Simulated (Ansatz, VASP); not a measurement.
# One calculation of SnSe2, two programs

```
Se Sn
1.0
     5.40633    0.00000    0.00000
    -2.70316    4.68202    0.00000
     0.00000    0.00000    5.59488
Se Sn
4 2
Direct
  0.33333 0.66667 0.75000
  0.66667 0.33333 0.25000
  0.00000 0.00000 0.00000
  0.00000 0.00000 0.50000
  0.33333 0.66667 0.25000
  0.66667 0.33333 0.75000
```

Alike in both runs: functional r2SCAN; k mesh 4 × 4 × 3; no spin polarisation.

Ansatz relaxed the structure, and its values are those at the end. VASP's run is a single point on that final structure, the one shown.

|  | VASP | Ansatz |
| --- | --- | --- |
| version | VASP 6.6.1 | Ansatz 0.2.0 |
| potentials or method | VASP PAW PBE potentials, release 64 (Se, Sn_d), cutoff 520 eV | PAW plane waves |
| occupations | fermi-dirac, width 0.1 eV | fermi-dirac |
| valence electrons in the cell | 52 | 92 |

|  | VASP | Ansatz | Ansatz less VASP |
| --- | --- | --- | --- |
| gap on the k mesh at the Fermi level (eV) | none | none | - |
| pressure (GPa) | 0.0 | 0.0 | 0.00 |

VASP's potentials were made for PBE, not for r2SCAN. A gap of «none» marks a metal or a gap that the smearing closes. VASP's potentials hold 52 valence electrons a cell and Ansatz's 92, so a difference there can come from the potentials and not from the codes. Ansatz's warnings: structure snapped to symmetry.

The k mesh is coarse, so the values compare programs but aren't converged.
